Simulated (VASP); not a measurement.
# SiRu5 in VASP: a series of runs

Runs on SiRu5. Level: LDA. Tasks: single point.

All numbers are computed with VASP 6.6.1; they aren't measurements. Logs are shortened: lines on timing, memory, paths and dates and some standing lists are left out, and cuts for length are marked.

### Step 1. The cell of the first run

The cell holds a slab with vacuum, 6 atoms: a = 2.674 Å, b = 2.674 Å, c = 23.900 Å, α = 90.00°, β = 90.00°, γ = 120.00°.

### Step 2. Single point, LDA

File INCAR:

```
ALGO     = Fast           # electronic algorithm
DIPOL    = 0.5 0.5 0.388
EDIFF    = 1E-7           # SCF threshold, eV
ENCUT    = 520            # plane-wave cutoff, eV
IDIPOL   = 3            
ISIF     = 2              # what is computed and relaxed
ISMEAR   = 0              # smearing method
LASPH    = True           # aspherical terms in the spheres
LCHARG   = False          # write CHGCAR
LDIPOL   = True         
LREAL    = False          # projectors in reciprocal space
LWAVE    = False          # write WAVECAR
NBANDS   = 46             # bands
NELM     = 100            # most SCF steps
PREC     = Accurate       # precision mode
SIGMA    = 0.1            # smearing width, eV
```

File KPOINTS:

```
k-points
0
Gamma
  12 12 1
```

File POSCAR:

```
SiRu5
1.0
    2.6740588505      0.0000000000      0.0000000000
   -1.3370294252      2.3158028957      0.0000000000
    0.0000000000      0.0000000000     23.8999247755
Ru Si
5 1
Direct
    0.6666666667      0.3333333333      0.1673645435
    0.3333333333      0.6666666667      0.2557907839
    0.6666666667      0.3333333333      0.3443582822
    0.3333333333      0.6666666667      0.4334512798
    0.6666666667      0.3333333333      0.5188269374
    0.6666666667      0.6666666667      0.6102817544
```

Potentials or basis: VASP PAW LDA potentials, release 64 (Ru_pv, Si).

Run with:

```console
cat potpaw_LDA.64/Ru_pv/POTCAR potpaw_LDA.64/Si/POTCAR > POTCAR
mpirun -np 1 vasp_std > vasp.out
```

OUTCAR:

```text
EDIFF = 1E-7
   ENCUT = 520
   ISIF = 2
   ISMEAR = 0
   LASPH = True
   LREAL = False
   NELM = 100
   PREC = Accurate

 ion  position               nearest neighbor table
   1  0.667  0.333  0.167-   2 2.62   2 2.62   2 2.62
   2  0.333  0.667  0.256-   1 2.62   1 2.62   1 2.62   3 2.62   3 2.62   3 2.62
   3  0.667  0.333  0.344-   2 2.62   2 2.62   2 2.62   4 2.63   4 2.63   4 2.63
   4  0.333  0.667  0.433-   5 2.56   5 2.56   5 2.56   3 2.63   3 2.63   3 2.63
   5  0.667  0.333  0.519-   6 2.36   4 2.56   4 2.56   4 2.56   6 2.82   6 3.22   6 3.22
   6  0.667  0.667  0.610-   5 2.36   5 2.82   5 3.22   5 3.22

  LATTYP: Found a hexagonal cell.
 ALAT       =     2.6740588505
 C/A-ratio  =     8.9376958817

  Lattice vectors:

 A1 = (   2.6740588505,   0.0000000000,   0.0000000000)
 A2 = (  -1.3370294252,   2.3158028957,   0.0000000000)
 A3 = (   0.0000000000,   0.0000000000,  23.8999247755)

Analysis of symmetry for initial positions (statically):
=====================================================================
 Subroutine PRICEL returns:
 Original cell was already a primitive cell.

 Routine SETGRP: Setting up the symmetry group for a
 hexagonal supercell.

 Subroutine GETGRP returns: Found  1 space group operations
 (whereof  1 operations were pure point group operations)
 out of a pool of 24 trial point group operations.

The static configuration has the point symmetry C_1 .

Analysis of symmetry for dynamics (positions and initial velocities):
=====================================================================
 Subroutine PRICEL returns:
 Original cell was already a primitive cell.

 Routine SETGRP: Setting up the symmetry group for a
 hexagonal supercell.

 Subroutine GETGRP returns: Found  1 space group operations
 (whereof  1 operations were pure point group operations)
 out of a pool of 24 trial point group operations.

The dynamic configuration has the point symmetry C_1 .

 Subroutine INISYM returns: Found  1 space group operations
 (whereof  1 operations are pure point group operations),
 and found     1 'primitive' translations

----------------------------------------------------------------------------------------

                                     Primitive cell

  volume of cell :     148.0025

  direct lattice vectors                    reciprocal lattice vectors
     2.674058850  0.000000000  0.000000000     0.373963348  0.215907840  0.000000000
    -1.337029425  2.315802896  0.000000000     0.000000000  0.431815679  0.000000000
     0.000000000  0.000000000 23.899924776     0.000000000  0.000000000  0.041841136

  length of vectors
     2.674058850  2.674058850 23.899924776     0.431815679  0.431815679  0.041841136

  position of ions in fractional coordinates (direct lattice)
     0.666666667  0.333333333  0.167364543
     0.333333333  0.666666667  0.255790784
     0.666666667  0.333333333  0.344358282
     0.333333333  0.666666667  0.433451280
     0.666666667  0.333333333  0.518826937
     0.666666667  0.666666667  0.610281754

  ion indices of the primitive-cell ions
   primitive index   ion index
                 1           1
                 2           2
                 3           3
                 4           4
                 5           5
                 6           6

----------------------------------------------------------------------------------------

 KPOINTS: k-points

Automatic generation of k-mesh.
 Grid dimensions read from file:
 generate k-points for:   12   12    1

 Generating k-lattice:

  Cartesian coordinates                     Fractional coordinates (reciprocal lattice)
     0.031163612  0.017992320  0.000000000     0.083333333  0.000000000  0.000000000
     0.000000000  0.035984640  0.000000000     0.000000000  0.083333333  0.000000000
     0.000000000  0.000000000  0.041841136     0.000000000  0.000000000  1.000000000

  Length of vectors
     0.035984640  0.035984640  0.041841136

  Shift w.r.t. Gamma in fractional coordinates (k-lattice)
     0.000000000  0.000000000  0.000000000

 Subroutine IBZKPT returns following result:
 ===========================================

 Found     74 irreducible k-points:

 Following reciprocal coordinates:
            Coordinates               Weight
  0.000000  0.000000  0.000000      1.000000
  0.083333  0.000000  0.000000      2.000000
  0.000000  0.083333  0.000000      2.000000
 -0.083333  0.083333  0.000000      2.000000
  0.166667  0.000000  0.000000      2.000000
  0.000000  0.166667  0.000000      2.000000
[... 16 lines left out ...]
  0.166667  0.083333  0.000000      2.000000
 -0.083333  0.250000  0.000000      2.000000
 [... further k-points ...]
   k-points           NKPTS =     74   k-points in BZ     NKDIM =     74   number of bands    NBANDS=     46
   number of dos      NEDOS =    301   number of ions     NIONS =      6
   total plane-waves  NPLWV =  72000
   dimension x,y,z NGX =    20 NGY =   20 NGZ =  180
   dimension x,y,z NGXF=    40 NGYF=   40 NGZF=  360
   ions per type =               5   1
   NGX,Y,Z   is equivalent  to a cutoff of  12.43, 12.43, 12.52 a.u.
   NGXF,Y,Z  is equivalent  to a cutoff of  24.87, 24.87, 25.04 a.u.
 SYSTEM =  unknown system
   PREC   = accura    normal or accurate (medium, high low for compatibility)
   ISTART =      0    job   : 0-new  1-cont  2-samecut
   ICHARG =      2    charge: 1-file 2-atom 10-const
   ISPIN  =      1    spin polarized calculation?
   LNONCOLLINEAR =      F non collinear calculations
   LSORBIT =      F    spin-orbit coupling
   LASPH  =      T    aspherical Exc in radial PAW
   ENCUT  =  520.0 eV  38.22 Ry    6.18 a.u.   4.97  4.97 44.44*2*pi/ulx,y,z
   NELM   =    100;   NELMIN=  2; NELMDL= -5     # of ELM steps
   EDIFF  = 0.1E-06   stopping-criterion for ELM
   LREAL  =      F    real-space projection
   EDIFFG = 0.1E-05   stopping-criterion for IOM
   NSW    =      0    number of steps for IOM
   IBRION =     -1    ionic relax: 0-MD 1-quasi-New 2-CG
   NFREE  =      0    steps in history (QN), initial steepest desc. (CG)
   ISIF   =      2    stress and relaxation
   ISYM   =      2    0-nonsym 1-usesym 2-fastsym
   POTIM  = 0.5000    time-step for ionic-motion
   TEBEG  =    0.0;   TEEND  =   0.0 temperature during run
   PSTRESS=    0.0 pullay stress
   NELECT =      74.0000    total number of electrons
   NUPDOWN=      -1.0000    fix difference up-down
   EMIN   =  10.00;   EMAX   =-10.00  energy-range for DOS
   EFERMI =   0.00;   METHOD = LEGACY
   ISMEAR =     0;   SIGMA  =   0.10  broadening in eV -4-tet -1-fermi 0-gaus
   EFERMI_NEDOS =   21; number of points for ismear=-14 and -15
   IALGO  =     68    algorithm
   IMIX   =      4    mixing-type and parameters
     AMIX     =   0.40;   BMIX     =  1.00
     AMIX_MAG =   1.60;   BMIX_MAG =  1.00
  volume/ion in A,a.u.               =      24.67       166.46
  Fermi-wavevector in a.u.,A,eV,Ry     =   1.299359  2.455432 22.971164  1.688333
  Thomas-Fermi vector in A             =   2.430628
   LORBIT       =      0    0 simple, 1 ext, 2 COOP (PROOUT), +10 PAW based schemes
   GGA     = CA    functional components
   LHFCALC =     F    Hartree Fock is set to
   AEXX    =    0.0000 exact exchange contribution
   IVDW    =     0    specifies the selected vdW correction
   LEPSILON=     F    determine dielectric tensor
   LRPA    =     F    only Hartree local field effects (RPA)
 non-spin polarized calculation
 RMM-DIIS sequential band-by-band and
 Gauss-broadening in eV      SIGMA  =   0.10
  energy-cutoff  :      520.00
  volume of cell :      148.00
 maximum number of plane-waves:      4053
   NGX =  9   NGY =  9   NGZ = 89

 dipolmoment           0.000000      0.000000      0.023835 electrons x Angstroem

 number of electron      73.9999991 magnetization

 dipolmoment           0.000000      0.000000     -0.023316 electrons x Angstroem

 Free energy of the ion-electron system (eV)
  ---------------------------------------------------
  ext. energy  EPLUGINS =         0.00000000
  ---------------------------------------------------
  free energy    TOTEN  =       -57.49464394 eV

  energy without entropy =      -57.46498195  energy(sigma->0) =      -57.47981294

 E-fermi :   4.5737     XC(G=0):  -8.3535

 val. band max:        4.5686895516   @ k =   0.3333   0.2500   0.0000
 cond. band min:       4.5762748815   @ k =  -0.4167   0.4167   0.0000
 fundamental gap:      0.0075853299
 Fermi energy:         4.5737216488

 k-point     1 :       0.0000    0.0000    0.0000
  band No.  band energies     occupation
      1     -39.0242      2.00000
      2     -38.7494      2.00000
      3     -38.3092      2.00000
      4     -38.0396      2.00000
      5     -38.0336      2.00000
      6     -38.0015      2.00000
[... 38 lines left out ...]
     45       5.6655      0.00000
     46       5.7945      0.00000

 k-point     2 :       0.0833    0.0000    0.0000
  band No.  band energies     occupation
      1     -39.0015      2.00000
      2     -38.7398      2.00000
      3     -38.3286      2.00000
      4     -38.0973      2.00000
      5     -38.0542      2.00000
      6     -38.0323      2.00000
[... 38 lines left out ...]
     45       5.8648      0.00000
     46       6.2654      0.00000

 k-point     3 :       0.0000    0.0833    0.0000
  band No.  band energies     occupation
      1     -39.0014      2.00000
      2     -38.7397      2.00000
      3     -38.3282      2.00000
      4     -38.0944      2.00000
      5     -38.0568      2.00000
      6     -38.0262      2.00000
[... 1018 lines left out ...]
     45       6.3240      0.00000
     46       7.8785      0.00000

 k-point    24 :      -0.0833    0.2500    0.0000
  band No.  band energies     occupation
      1     -38.8835      2.00000
      2     -38.7173      2.00000
      3     -38.4988      2.00000
      4     -38.3762      2.00000
      5     -38.2514      2.00000
      6     -38.1666      2.00000
[... 38 lines left out ...]
     45       6.2963      0.00000
     46       7.8734      0.00000

 [... further k-points ...]

------------------------ aborting loop because EDIFF is reached ----------------------------------------

 vacuum level on the upper side and lower side of the slab       (xc-potential included)        -0.348         0.209

  FORCE on cell =-STRESS in cart. coord.  units (eV):
  Direction    XX          YY          ZZ          XY          YZ          ZX
  --------------------------------------------------------------------------------------
  -------------------------------------------------------------------------------------
  Total       -2.3228559     -1.4844544     -0.7840964     -0.2280040      1.3793983     -0.6410616
  in kB      -25.1457021    -16.0697221     -8.4881094     -2.4682207     14.9324537     -6.9397087
  external PRESSURE =     -16.5678445 kB  Pullay stress =       0.0000000 kB

 VOLUME and BASIS-vectors are now :
 -----------------------------------------------------------------------------
  energy-cutoff  :      520.00
  volume of cell :      148.00
      direct lattice vectors                 reciprocal lattice vectors
     2.674058850  0.000000000  0.000000000     0.373963348  0.215907840  0.000000000
    -1.337029425  2.315802896  0.000000000     0.000000000  0.431815679  0.000000000
     0.000000000  0.000000000 23.899924776     0.000000000  0.000000000  0.041841136

 POSITION                                       TOTAL-FORCE (eV/Angst)
 -----------------------------------------------------------------------------------
      1.33703      0.77193      4.00000        -0.003937      0.005649      0.792982
     -0.00000      1.54387      6.11338         0.020768     -0.025480     -0.745724
      1.33703      0.77193      8.23014        -0.034401      0.019966     -0.005183
     -0.00000      1.54387     10.35945         0.035414     -0.158508     -0.570147
      1.33703      0.77193     12.39992         0.264020     -0.311748      0.497493
      0.89135      1.54387     14.58569        -0.281863      0.470121      0.030578
 -----------------------------------------------------------------------------------
    total drift:                               -0.000210      0.000172      0.000116

  FREE ENERGIE OF THE ION-ELECTRON SYSTEM (eV)
  ---------------------------------------------------
  free  energy   TOTEN  =       -57.4946439429 eV

  energy  without entropy=      -57.4649819461  energy(sigma->0) =      -57.47981294

 vacuum level on the upper side and lower side of the slab         9.356         9.956
```

Run time: 15 min. Hardware: 1 thread of Oxide Virtual Turin-like, shared host; peak memory 0.42 GiB.

What came out:

```yaml
Free_energy: -57.4946 eV
Largest_force: 0.793 eV/Å
Band_gap_on_the_k_mesh: zero (bands 37 and 38 overlap by 2.56 eV)
```

Forces on the atoms (eV/Å):
```
Ru  -0.004  0.006  0.793
Ru   0.021 -0.025 -0.746
Ru  -0.034  0.020 -0.005
Ru   0.035 -0.159 -0.570
Ru   0.264 -0.312  0.497
Si  -0.282  0.470  0.031
```

### Step 3. Single point, LDA

File INCAR:

```
SYSTEM = SiRu5
PREC = Accurate ; ENCUT = 520
EDIFF = 1E-7 ; ISMEAR = 0
SIGMA = 0.1 ; LREAL = .False.
LASPH = .True. ; NELM = 100
ALGO = Fast ; ISIF = 2
LWAVE = .False. ; LCHARG = .True.
LDIPOL = .True. ; IDIPOL = 3
DIPOL = 0.5 0.5 0.389 ; GGA = CA
LELF = .True. ; LVHAR = .True.
LVACPOTAV = .True. ; NBANDS = 46
```

File KPOINTS:

```
Automatic mesh
0
Gamma
  12 12 1
  0 0 0
```

Changes to POSCAR since step 2:

```diff
@@ -13,2 +13,2 @@
     0.6666666667      0.3333333333      0.5188269374
-    0.6666666667      0.6666666667      0.6102817544
+    0.6666666667      0.5000000000      0.6166663776
```

Potentials or basis: VASP PAW LDA potentials, release 64 (Ru_pv, Si).

Run with:

```console
cat potpaw_LDA.64/Ru_pv/POTCAR potpaw_LDA.64/Si/POTCAR > POTCAR
mpirun -np 1 vasp_std > vasp.out
```

Run time: 14 min. Hardware: 1 thread of Oxide Virtual Turin-like, shared host; peak memory 0.43 GiB.

Results (log left out):

* Free energy: -57.2967 eV
* Largest force: 0.831 eV/Å
* Band gap on the k mesh: zero (bands 37 and 38 overlap by 2.56 eV)

Forces on the atoms (eV/Å):
```
Ru  -0.005  0.008  0.791
Ru   0.018 -0.031 -0.830
Ru  -0.023  0.025  0.113
Ru   0.053 -0.126 -0.456
Ru   0.110 -0.139  0.382
Si  -0.153  0.262  0.000
```

Levels at points of the mesh, in eV from the Fermi level:
| k point | band 34 | band 35 | band 36 | band 37 | band 38 | band 39 | band 40 | band 41 |
| --- | --- | --- | --- | --- | --- | --- | --- | --- |
| (0.00, 0.00, 0.00) | -2.04 | -2.03 | -1.09 | -1.08 | -0.56 | -0.27 | -0.26 | 0.58 |
| (0.50, 0.00, 0.00) | 0.34 | 0.54 | 0.83 | 1.49 | 1.54 | 1.69 | 1.81 | 2.01 |
| (0.00, 0.50, 0.00) | 0.28 | 0.51 | 0.91 | 1.49 | 1.54 | 1.69 | 1.82 | 1.98 |
| (0.50, 0.50, 0.00) | 0.47 | 0.56 | 0.70 | 1.50 | 1.54 | 1.69 | 1.81 | 2.01 |
